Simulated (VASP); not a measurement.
# La2O3: single point with PBE+U

The system is La2O3.

```
La O
1.0
     3.97437    0.00000    0.00000
    -1.98719    3.44191    0.00000
     0.00000    0.00000    6.26986
La O
2 3
Direct
  0.33333 0.66667 0.24882
  0.66667 0.33333 0.75118
  0.00000 0.00000 0.00000
  0.33333 0.66667 0.64431
  0.66667 0.33333 0.35569
```

| Property | Result |
| --- | --- |
| Program | VASP 6.6.1 |
| Task | single point |
| Functional | PBE |
| Potentials or basis | VASP PAW PBE potentials, release 64 (La, O) |
| Cutoff | 520 eV |
| k mesh | 8 × 8 × 5 |
| Occupations | fermi-dirac, width 0.05 eV |
| Spin | no spin polarisation |
| Hubbard terms | La f U = 8.0 eV |
| Dipole correction | no |
| Further INCAR settings | ALGO = Normal; EDIFF = 1e-06; NBANDS = 28 |

```json
{
 "Pressure": "1.3 GPa",
 "Largest force": "0.171 eV/Å",
 "Band gap on the k mesh": "3.83 eV (least direct gap 4.06 eV)"
}
```

Forces on the atoms (eV/Å):
```
La   0.000  0.000 -0.171
La   0.000  0.000  0.171
O    0.000  0.000  0.000
O    0.000  0.000 -0.028
O    0.000  0.000  0.028
```

Stress tensor (GPa, compression positive):
```
1.49 0.00 0.00
0.00 1.49 0.00
0.00 0.00 0.85
```

Levels at points of the mesh, in eV from the valence-band top:
```tsv
k point	band 18	band 19	band 20	band 21	band 22	band 23
(0.00, 0.00, 0.00)	-0.25	-0.25	0.00	4.45	4.70	4.70
(0.50, 0.00, 0.00)	-0.64	-0.41	-0.23	3.94	5.46	5.77
```

Eigenvalues of the final occupation matrices:
| site | spin | trace | eigenvalues |
| --- | --- | --- | --- |
| site 1 f | 1 | 0.06 | 0.01 0.01 0.01 0.01 0.01 0.01 0.02 |
| site 1 f | 2 | 0.06 | 0.01 0.01 0.01 0.01 0.01 0.01 0.02 |
| site 2 f | 1 | 0.06 | 0.01 0.01 0.01 0.01 0.01 0.01 0.02 |
| site 2 f | 2 | 0.06 | 0.01 0.01 0.01 0.01 0.01 0.01 0.02 |

It took 2.6 min on 1 thread of Oxide Virtual Turin-like Processor, on a shared host, peak memory 0.22 GiB.

Caveat: spin-orbit coupling is left out, which moves the levels of the heavy elements. A k mesh can miss the band edges.
